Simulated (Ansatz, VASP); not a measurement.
**PbS: VASP beside Ansatz**

File INCAR:

```
PREC = Accurate
ENCUT = 520
EDIFF = 1E-6
ISMEAR = 0
SIGMA = 0.1
LREAL = F
LASPH = T
NELM = 60
ALGO = Normal
ISIF = 2
LWAVE = F
LCHARG = F
GGA = PS
NBANDS = 17
```

Contents of KPOINTS:

```
regular mesh
0
Gamma
  12 12 12
```

Contents of POSCAR:

```
PbS
1.0
    3.5563255242      0.0000000000      0.0000000000
    0.0000000000      3.5563255242      0.0000000000
    0.0000000000      0.0000000000      3.5563255242
Pb S
1 1
Direct
    0.0000000000      0.0000000000      0.0000000000
    0.5000000000      0.5000000000      0.5000000000
```

Input for Ansatz:

```yaml
crystal:
  lattice:
    - [3.5563255242, 0.0, 0.0]
    - [0.0, 3.5563255242, 0.0]
    - [0.0, 0.0, 3.5563255242]
  atoms:
    - { symbol: Pb, position: [0.0, 0.0, 0.0] }
    - { symbol: S, position: [0.5, 0.5, 0.5] }
basis:
  ecutwfc: 420
kpoints:
  mp_grid: { grid: [12, 12, 12] }
hamiltonian:
  xc: pbesol
scf:
  occupations: { method: gaussian, width: 0.1 }
output:
  forces: true
  stress: true
  eigenvalues: true
```

Alike in both runs: task single point; functional PBEsol; k mesh 12 × 12 × 12; occupations gaussian, width 0.1 eV; no spin polarisation.

|  | VASP | Ansatz |
| --- | --- | --- |
| version | VASP 6.6.1 | Ansatz 0.2.0 |
| potentials or method | VASP PAW PBE potentials, release 64 (Pb_d, S), cutoff 520 eV | scalar-relativistic, plane waves, PAW |
| valence electrons in the cell | 20 | 20 |

VASP gave:

```
gap on the k mesh at the Fermi level (eV) : none
pressure (GPa)                            : 1.3
```

**Question.** Which values does Ansatz return?

**Answer.** gap on the k mesh at the Fermi level (eV): none; pressure (GPa): 1.4.

VASP's potentials were made for PBE, not for PBEsol. A gap of «none» marks a metal or a gap that the smearing closes.

Spin-orbit coupling is off throughout.
